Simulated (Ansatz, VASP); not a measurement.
**BaTe in VASP and in Ansatz**

```
CELL_PARAMETERS angstrom
0.13868 3.56368 3.56368
3.56368 0.13868 3.56368
3.56368 3.56368 0.13868
ATOMIC_POSITIONS crystal
Ba 0.00000 0.00000 0.00000
Te 0.50000 0.50000 0.50000
```

Change from the starting cell: epitaxial_111 strain -3.0%.

Alike in both runs: task single point; functional HSE06; k mesh 4 × 4 × 4; no spin polarisation.

|  | VASP | Ansatz |
| --- | --- | --- |
| version | VASP 6.6.1 | Ansatz 0.2.0 |
| potentials or method | VASP PAW PBE potentials, release 64 (Ba_sv, Te) | plane waves, PAW |
| plane-wave cutoff (eV) | 400 | 420 |
| occupations | gaussian, width 0.01 eV | fixed |
| valence electrons in the cell | 16 | 26 |

```csv
,VASP,Ansatz,Ansatz less VASP
gap on the k mesh at the Fermi level (eV),2.13,2.19,+0.055
pressure (GPa),1.0,0.8,-0.23
"traceless stress, the component that is largest in VASP (GPa)",-0.52,-0.52,+0.001
```

VASP's potentials hold 16 valence electrons a cell and Ansatz's 26, so a difference there can come from the potentials and not from the codes. Ansatz's warnings: stress exchange threshold loose, stress scf threshold loose.

Neither program's run includes spin-orbit coupling.
